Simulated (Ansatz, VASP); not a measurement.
**CaO in VASP and in Ansatz**

```
Ca O
1.0
     0.00000    2.39755    2.49609
     2.39755    0.00000    2.49609
     2.39755    2.39755    0.00000
Ca O
1 1
Direct
  0.00000 0.00000 0.00000
  0.50000 0.50000 0.50000
```

Change from the starting cell: uniaxial_z strain +4.1%.

Alike in both runs: task single point; functional PBE; k mesh 10 × 10 × 10; occupations fermi-dirac, width 0.02 eV; no spin polarisation.

|  | VASP | Ansatz |
| --- | --- | --- |
| version | VASP 6.6.1 | Ansatz 0.2.0 |
| potentials or method | VASP PAW PBE potentials, release 64 (Ca_sv, O) | plane waves, PAW |
| plane-wave cutoff (eV) | 520 | 420 |
| valence electrons in the cell | 16 | 16 |

Ansatz gave:

* gap on the k mesh at the Fermi level (eV): 3.60
* pressure (GPa): -1.5
* traceless stress, the component that is largest in VASP (GPa): -3.24

Problem. Which values does VASP return?

Solution. gap on the k mesh at the Fermi level (eV): 3.58; pressure (GPa): -1.0; traceless stress, the component that is largest in VASP (GPa): -3.39.
